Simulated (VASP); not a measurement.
Here is a VASP 6.6.1 calculation.

Contents of INCAR:

```
PREC = Accurate
ENCUT = 600
EDIFF = 1E-7
ISMEAR = -1
SIGMA = 0.1
LREAL = False
LASPH = True
NELM = 100
ALGO = Normal
ISIF = 3
LWAVE = False
LCHARG = False
GGA = PE
IBRION = 2
NSW = 80
EDIFFG = -0.01
```

The input KPOINTS:

```
regular mesh
0
Gamma
  9 9 9
```

POSCAR

```
Al2Pt
1.0
    0.0000000000      2.9550000000      2.9550000000
    2.9550000000      0.0000000000      2.9550000000
    2.9550000000      2.9550000000      0.0000000000
Al Pt
2 1
Direct
    0.2500000000      0.2500000000      0.2500000000
    0.7500000000      0.7500000000      0.7500000000
    0.0000000000      0.0000000000      0.0000000000
```

Potentials or basis: VASP PAW PBE potentials, release 64 (Al, Pt).

Run with:

```sh
$ cat potpaw_PBE.64/Al/POTCAR potpaw_PBE.64/Pt/POTCAR > POTCAR
$ mpirun -np 1 vasp_std > vasp.out
```

Q: Predict the space group after relaxing (to 0.1 Å).

A: Fm-3m (No. 225).

Q: What does it give for the band gap on the k mesh?

A: Zero (bands 8 and 9 overlap by 5.24 eV).

Final structure:
```
Al Pt
1.0
     0.00000    2.97191    2.97191
     2.97191    0.00000    2.97191
     2.97191    2.97191    0.00000
Al Pt
2 1
Cartesian
  1.4860 1.4860 1.4860
  4.4579 4.4579 4.4579
  0.0000 0.0000 0.0000
```

Caveat: spin-orbit coupling is left out, which moves the levels of the heavy elements. Zero-point motion and thermal expansion aren't in these numbers.
